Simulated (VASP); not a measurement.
# SnS (Pnma) in VASP: single point with r2SCAN

Aim: the single point of SnS with r2SCAN.

All numbers are computed with VASP 6.6.1; they aren't measurements. Logs are shortened: lines on timing, memory, paths and dates and some standing lists are left out, and cuts for length are marked.

## Step 1: The cell of the first run

It takes space group Pnma (No. 62, orthorhombic). The conventional cell has a = 11.258 Å, b = 3.915 Å, c = 4.620 Å, α = 90.00°, β = 90.00°, γ = 90.00°. Sn (site symmetry m) has 6 S at 2.62 to 3.53 Å and 2 Sn at 3.57 Å within 3.6 Å. Within 3.6 Å of S (site symmetry m) lie 6 Sn at 2.62 to 3.53 Å.

## Step 2: Single point, r2SCAN

Input file POSCAR:

```
SnS
1.0
   11.2581760000      0.0000000000      0.0000000000
    0.0000000000      3.9150930000      0.0000000000
    0.0000000000      0.0000000000      4.6204760000
Sn S
4 4
Direct
    0.6220000000      0.2500000000      0.3730000000
    0.8780000000      0.7500000000      0.8730000000
    0.1220000000      0.2500000000      0.1270000000
    0.3780000000      0.7500000000      0.6270000000
    0.8491000000      0.2500000000      0.5011000000
    0.6509000000      0.7500000000      0.0011000000
    0.3491000000      0.2500000000      0.9989000000
    0.1509000000      0.7500000000      0.4989000000
```

Input file INCAR.step1:

```
PREC = Accurate
ENCUT = 550
ISMEAR = -1
SIGMA = 0.0134
LREAL = F
LASPH = T
NELM = 120
NBANDS = 50
GGA = PE
ALGO = Normal
EDIFF = 1E-5
LWAVE = T
LCHARG = F
GGA_COMPAT = F
```

Input file INCAR.step2:

```
PREC = Accurate
ENCUT = 550
EDIFF = 1E-6
ISMEAR = -1
SIGMA = 0.0134
LREAL = F
LASPH = T
NELM = 120
ALGO = Normal
ISIF = 2
LWAVE = F
LCHARG = F
METAGGA = R2SCAN
LMIXTAU = T
NBANDS = 50
ISTART = 1
GGA_COMPAT = F
```

Input file KPOINTS:

```
Automatic mesh
0
Gamma
  3 7 6
```

Potentials or basis: VASP PAW PBE potentials, release 64 (Sn_d, S).

Command:

```bash
cat potpaw_PBE.64/Sn_d/POTCAR potpaw_PBE.64/S/POTCAR > POTCAR
cp INCAR.step1 INCAR
mpirun -np 1 vasp_std > vasp.out
cp INCAR.step2 INCAR
mpirun -np 1 vasp_std > vasp.out
```

OUTCAR:

```text
PREC = Accurate
   ENCUT = 550
   EDIFF = 1E-6
   ISMEAR = -1
   LREAL = F
   LASPH = T
   NELM = 120
   ISIF = 2
   METAGGA = R2SCAN
   ISTART = 1

 ion  position               nearest neighbor table
   1  0.622  0.250  0.373-   5 2.62   6 2.62   6 2.62   4 3.57   4 3.57
   2  0.878  0.750  0.873-   6 2.62   5 2.62   5 2.62   3 3.57   3 3.57
   3  0.122  0.250  0.127-   7 2.62   8 2.62   8 2.62   2 3.57   2 3.57
   4  0.378  0.750  0.627-   8 2.62   7 2.62   7 2.62   1 3.57   1 3.57
   5  0.849  0.250  0.501-   1 2.62   2 2.62   2 2.62
   6  0.651  0.750  0.001-   2 2.62   1 2.62   1 2.62
   7  0.349  0.250  0.999-   3 2.62   4 2.62   4 2.62
   8  0.151  0.750  0.499-   4 2.62   3 2.62   3 2.62

  LATTYP: Found a simple orthorhombic cell.
 ALAT       =     3.9150930000
 B/A-ratio  =     1.1801701773
 C/A-ratio  =     2.8755832875

  Lattice vectors:

 A1 = (   0.0000000000,   3.9150930000,   0.0000000000)
 A2 = (   0.0000000000,   0.0000000000,   4.6204760000)
 A3 = (  11.2581760000,   0.0000000000,   0.0000000000)

Analysis of symmetry for initial positions (statically):
=====================================================================
 Subroutine PRICEL returns:
 Original cell was already a primitive cell.

 Routine SETGRP: Setting up the symmetry group for a
 simple orthorhombic supercell.

 Subroutine GETGRP returns: Found  8 space group operations
 (whereof  2 operations were pure point group operations)
 out of a pool of  8 trial point group operations.

The static configuration has the point symmetry S_2 .
 The point group associated with its full space group is D_2h.

Analysis of symmetry for dynamics (positions and initial velocities):
=====================================================================
 Subroutine PRICEL returns:
 Original cell was already a primitive cell.

 Routine SETGRP: Setting up the symmetry group for a
 simple orthorhombic supercell.

 Subroutine GETGRP returns: Found  8 space group operations
 (whereof  2 operations were pure point group operations)
 out of a pool of  8 trial point group operations.

The dynamic configuration has the point symmetry S_2 .
 The point group associated with its full space group is D_2h.

 Subroutine INISYM returns: Found  8 space group operations
 (whereof  2 operations are pure point group operations),
 and found     1 'primitive' translations

----------------------------------------------------------------------------------------

                                     Primitive cell

  volume of cell :     203.6558

  direct lattice vectors                    reciprocal lattice vectors
    11.258176000  0.000000000  0.000000000     0.088824335  0.000000000  0.000000000
     0.000000000  3.915093000  0.000000000     0.000000000  0.255421774  0.000000000
     0.000000000  0.000000000  4.620476000     0.000000000  0.000000000  0.216427918

  length of vectors
    11.258176000  3.915093000  4.620476000     0.088824335  0.255421774  0.216427918

  position of ions in fractional coordinates (direct lattice)
     0.622000000  0.250000000  0.373000000
     0.878000000  0.750000000  0.873000000
     0.122000000  0.250000000  0.127000000
     0.378000000  0.750000000  0.627000000
     0.849100000  0.250000000  0.501100000
     0.650900000  0.750000000  0.001100000
     0.349100000  0.250000000  0.998900000
     0.150900000  0.750000000  0.498900000

  ion indices of the primitive-cell ions
   primitive index   ion index
                 1           1
                 2           2
                 3           3
                 4           4
                 5           5
                 6           6
                 7           7
                 8           8

----------------------------------------------------------------------------------------

 KPOINTS: Automatic mesh

Automatic generation of k-mesh.
 Grid dimensions read from file:
 generate k-points for:    3    7    6

 Generating k-lattice:

  Cartesian coordinates                     Fractional coordinates (reciprocal lattice)
     0.029608112  0.000000000  0.000000000     0.333333333  0.000000000  0.000000000
     0.000000000  0.036488825  0.000000000     0.000000000  0.142857143  0.000000000
     0.000000000  0.000000000  0.036071320     0.000000000  0.000000000  0.166666667

  Length of vectors
     0.029608112  0.036488825  0.036071320

  Shift w.r.t. Gamma in fractional coordinates (k-lattice)
     0.000000000  0.000000000  0.000000000

 Subroutine IBZKPT returns following result:
 ===========================================

 Found     32 irreducible k-points:

 Following reciprocal coordinates:
            Coordinates               Weight
  0.000000  0.000000  0.000000      1.000000
  0.333333  0.000000  0.000000      2.000000
  0.000000  0.142857  0.000000      2.000000
  0.333333  0.142857  0.000000      4.000000
  0.000000  0.285714  0.000000      2.000000
  0.333333  0.285714  0.000000      4.000000
[... 16 lines left out ...]
  0.000000  0.428571  0.333333      4.000000
  0.333333  0.428571  0.333333      8.000000
 [... further k-points ...]
   k-points           NKPTS =     32   k-points in BZ     NKDIM =     32   number of bands    NBANDS=     50
   number of dos      NEDOS =    301   number of ions     NIONS =      8
   total plane-waves  NPLWV =  97200
   dimension x,y,z NGX =    90 NGY =   30 NGZ =   36
   dimension x,y,z NGXF=   180 NGYF=   60 NGZF=   72
   ions per type =               4   4
   NGX,Y,Z   is equivalent  to a cutoff of  13.29, 12.74, 12.95 a.u.
   NGXF,Y,Z  is equivalent  to a cutoff of  26.58, 25.48, 25.91 a.u.
 SYSTEM =  unknown system
   PREC   = accura    normal or accurate (medium, high low for compatibility)
   ISTART =      1    job   : 0-new  1-cont  2-samecut
   ICHARG =      0    charge: 1-file 2-atom 10-const
   ISPIN  =      1    spin polarized calculation?
   LNONCOLLINEAR =      F non collinear calculations
   LSORBIT =      F    spin-orbit coupling
   LASPH  =      T    aspherical Exc in radial PAW
   ENCUT  =  550.0 eV  40.42 Ry    6.36 a.u.  21.53  7.49  8.84*2*pi/ulx,y,z
   NELM   =    120;   NELMIN=  2; NELMDL=  0     # of ELM steps
   EDIFF  = 0.1E-05   stopping-criterion for ELM
   LREAL  =      F    real-space projection
   EDIFFG = 0.1E-04   stopping-criterion for IOM
   NSW    =      0    number of steps for IOM
   IBRION =     -1    ionic relax: 0-MD 1-quasi-New 2-CG
   NFREE  =      0    steps in history (QN), initial steepest desc. (CG)
   ISIF   =      2    stress and relaxation
   ISYM   =      2    0-nonsym 1-usesym 2-fastsym
   POTIM  = 0.5000    time-step for ionic-motion
   TEBEG  =    0.0;   TEEND  =   0.0 temperature during run
   PSTRESS=    0.0 pullay stress
   NELECT =      80.0000    total number of electrons
   NUPDOWN=      -1.0000    fix difference up-down
   EMIN   =  10.00;   EMAX   =-10.00  energy-range for DOS
   EFERMI =   0.00;   METHOD = LEGACY
   ISMEAR =    -1;   SIGMA  =   0.01  broadening in eV -4-tet -1-fermi 0-gaus
   EFERMI_NEDOS =   21; number of points for ismear=-14 and -15
   IALGO  =     38    algorithm
   IMIX   =      4    mixing-type and parameters
     AMIX     =   0.40;   BMIX     =  1.00
     AMIX_MAG =   1.60;   BMIX_MAG =  1.00
  volume/ion in A,a.u.               =      25.46       171.79
  Fermi-wavevector in a.u.,A,eV,Ry     =   1.198963  2.265712 19.558551  1.437513
  Thomas-Fermi vector in A             =   2.334838
   LORBIT       =      0    0 simple, 1 ext, 2 COOP (PROOUT), +10 PAW based schemes
   METAGGA = R2SCAN    functional components
   LHFCALC =     F    Hartree Fock is set to
   AEXX    =    0.0000 exact exchange contribution
   IVDW    =     0    specifies the selected vdW correction
   LEPSILON=     F    determine dielectric tensor
   LRPA    =     F    only Hartree local field effects (RPA)
 non-spin polarized calculation
  energy-cutoff  :      550.00
  volume of cell :      203.66
 maximum number of plane-waves:      6001
 NGX is ok and might be reduce to    90
   NGX = 43   NGY = 15   NGZ = 17

 number of electron      79.9999994 magnetization

 Free energy of the ion-electron system (eV)
  ---------------------------------------------------
  ext. energy  EPLUGINS =         0.00000000
  ---------------------------------------------------
  free energy    TOTEN  =      -134.86892505 eV

  energy without entropy =     -134.86892505  energy(sigma->0) =     -134.86892505

 E-fermi :   5.7803     XC(G=0): -10.1501

 val. band max:        5.4964071310   @ k =   0.0000   0.0000   0.5000
 cond. band min:       6.7131118483   @ k =   0.0000   0.2857   0.0000
 fundamental gap:      1.2167047173
 Fermi energy:         5.7803395982

 k-point     1 :       0.0000    0.0000    0.0000
  band No.  band energies     occupation
      1     -16.4234      2.00000
      2     -16.4066      2.00000
      3     -16.3947      2.00000
      4     -16.3834      2.00000
      5     -16.3811      2.00000
      6     -16.3771      2.00000
[... 42 lines left out ...]
     49      10.8749      0.00000
     50      11.3350      0.00000

 k-point     2 :       0.3333    0.0000    0.0000
  band No.  band energies     occupation
      1     -16.4202      2.00000
      2     -16.4125      2.00000
      3     -16.3902      2.00000
      4     -16.3852      2.00000
      5     -16.3805      2.00000
      6     -16.3787      2.00000
[... 42 lines left out ...]
     49      10.7356      0.00000
     50      11.1194      0.00000

 k-point     3 :       0.0000    0.1429    0.0000
  band No.  band energies     occupation
      1     -16.4169      2.00000
      2     -16.4041      2.00000
      3     -16.3879      2.00000
      4     -16.3859      2.00000
      5     -16.3823      2.00000
      6     -16.3774      2.00000
[... 1102 lines left out ...]
     49      10.6505      0.00000
     50      11.1065      0.00000

 k-point    24 :       0.3333    0.4286    0.3333
  band No.  band energies     occupation
      1     -16.4139      2.00000
      2     -16.4121      2.00000
      3     -16.4097      2.00000
      4     -16.4084      2.00000
      5     -16.3700      2.00000
      6     -16.3679      2.00000
[... 42 lines left out ...]
     49      10.8268      0.00000
     50      11.1179      0.00000

 [... further k-points ...]

------------------------ aborting loop because EDIFF is reached ----------------------------------------

  FORCE on cell =-STRESS in cart. coord.  units (eV):
  Direction    XX          YY          ZZ          XY          YZ          ZX
  --------------------------------------------------------------------------------------
  -------------------------------------------------------------------------------------
  Total        0.9026264      1.0593757      0.3518178      0.0000000      0.0000000      0.0000000
  in kB        7.1010367      8.3341972      2.7677797      0.0000000      0.0000000      0.0000000
  external PRESSURE =       6.0676712 kB  Pullay stress =       0.0000000 kB

 VOLUME and BASIS-vectors are now :
 -----------------------------------------------------------------------------
  energy-cutoff  :      550.00
  volume of cell :      203.66
      direct lattice vectors                 reciprocal lattice vectors
    11.258176000  0.000000000  0.000000000     0.088824335  0.000000000  0.000000000
     0.000000000  3.915093000  0.000000000     0.000000000  0.255421774  0.000000000
     0.000000000  0.000000000  4.620476000     0.000000000  0.000000000  0.216427918

 POSITION                                       TOTAL-FORCE (eV/Angst)
 -----------------------------------------------------------------------------------
      7.00259      0.97877      1.72344        -0.105481      0.000000      0.048877
      9.88468      2.93632      4.03368         0.105481     -0.000000      0.048877
      1.37350      0.97877      0.58680        -0.105481      0.000000     -0.048877
      4.25559      2.93632      2.89704         0.105481     -0.000000     -0.048877
      9.55932      0.97877      2.31532        -0.003357      0.000000     -0.100742
      7.32795      2.93632      0.00508         0.003357      0.000000     -0.100742
      3.93023      0.97877      4.61539        -0.003357      0.000000      0.100742
      1.69886      2.93632      2.30516         0.003357      0.000000      0.100742
 -----------------------------------------------------------------------------------
    total drift:                               -0.000000     -0.000000      0.000000

  FREE ENERGIE OF THE ION-ELECTRON SYSTEM (eV)
  ---------------------------------------------------
  free  energy   TOTEN  =      -134.8689250521 eV

  energy  without entropy=     -134.8689250521  energy(sigma->0) =     -134.86892505
```

Run time: 9.7 min. Hardware: 1 thread of Intel Xeon 6975P-C (Granite Rapids), shared host; peak memory 0.48 GiB.

What came out:

```
Free energy            : -134.8689 eV
Pressure               : 0.6 GPa
Largest force          : 0.116 eV/Å
Band gap on the k mesh : 1.22 eV (least direct gap 1.50 eV)
```

Forces in eV/Å, atoms in the order of the input:
```
Sn  -0.105  0.000  0.049
Sn   0.105  0.000  0.049
Sn  -0.105  0.000 -0.049
Sn   0.105  0.000 -0.049
S   -0.003  0.000 -0.101
S    0.003  0.000 -0.101
S   -0.003  0.000  0.101
S    0.003  0.000  0.101
```

Caveat: the PAW data sets were made with another functional, which shifts forces and pressure a little; spin-orbit coupling is left out, which moves the levels of the heavy elements; an odd mesh through Γ misses points on the zone boundary, where band edges can lie.
